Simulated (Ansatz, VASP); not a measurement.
# Zr2O: VASP beside Ansatz

POSCAR

```
Zr2O
1.0
    5.0395542010      0.0000000000      0.0000000000
    0.0000000000      5.0395542010      0.0000000000
    0.0000000000      0.0000000000      5.2333832088
Zr O
4 2
Direct
    0.2500000000      0.2500000000      0.7500000000
    0.7500000000      0.2500000000      0.2500000000
    0.2500000000      0.7500000000      0.2500000000
    0.7500000000      0.7500000000      0.7500000000
    0.0000000000      0.0000000000      0.0000000000
    0.5000000000      0.5000000000      0.5000000000
```

Contents of INCAR.step1:

```
SYSTEM = Zr2O
ALGO = Normal
EDIFF = 1E-4
ENCUT = 520
GGA = PE
ISMEAR = 0
LASPH = .TRUE.
LCHARG = .FALSE.
LREAL = .FALSE.
LWAVE = .TRUE.
NBANDS = 39
NELM = 100
PREC = Accurate
SIGMA = 0.15
```

The input INCAR.step2:

```
SYSTEM = Zr2O
ALGO = Normal
EDIFF = 1E-7
ENCUT = 520
ISIF = 2
ISMEAR = 0
ISTART = 1
LASPH = .TRUE.
LCHARG = .TRUE.
LELF = .TRUE.
LMIXTAU = .TRUE.
LREAL = .FALSE.
LVHAR = .TRUE.
LWAVE = .FALSE.
METAGGA = R2SCAN
NBANDS = 39
NELM = 100
PREC = Accurate
SIGMA = 0.15
```

The input KPOINTS:

```
k-points
0
G
  10 10 10
  0 0 0
```

Input for Ansatz:

```yaml
crystal:
  lattice:
    - [5.039554201, 0.0, 0.0]
    - [0.0, 5.039554201, 0.0]
    - [0.0, 0.0, 5.2333832088]
  atoms:
    - { symbol: Zr, position: [0.25, 0.25, 0.75] }
    - { symbol: Zr, position: [0.75, 0.25, 0.25] }
    - { symbol: Zr, position: [0.25, 0.75, 0.25] }
    - { symbol: Zr, position: [0.75, 0.75, 0.75] }
    - { symbol: O, position: [0.0, 0.0, 0.0] }
    - { symbol: O, position: [0.5, 0.5, 0.5] }
basis:
  ecutwfc: 500
kpoints:
  mp_grid: { grid: [10, 10, 10] }
hamiltonian:
  xc: r2scan
scf:
  occupations: { method: gaussian, width: 0.15 }
output:
  forces: true
  stress: true
  eigenvalues: true
  write_density: true
  write_potential: true
  elf: true
  volumetric_format: npy
```

Change from the starting cell: strain +0.040 along x and y, +0.080 along z, atoms carried along.

Alike in both runs: task single point; functional r2SCAN; k mesh 10 × 10 × 10; occupations gaussian, width 0.15 eV; no spin polarisation.

```csv
,VASP,Ansatz
version,VASP 6.6.1,Ansatz 0.2.0
potentials or method,"VASP PAW PBE potentials, release 64 (Zr_sv, O), cutoff 520 eV","scalar-relativistic, plane waves, PAW"
valence electrons in the cell,60,60
```

VASP gave:

* gap on the k mesh at the Fermi level (eV): none
* pressure (GPa): -15.6
* traceless stress, the component that is largest in VASP (GPa): -1.90

Q: Estimate Ansatz's values.

A: gap on the k mesh at the Fermi level (eV): none; pressure (GPa): -15.7; traceless stress, the component that is largest in VASP (GPa): -1.90.

VASP's potentials were made for PBE, not for r2SCAN. A gap of «none» marks a metal or a gap that the smearing closes.
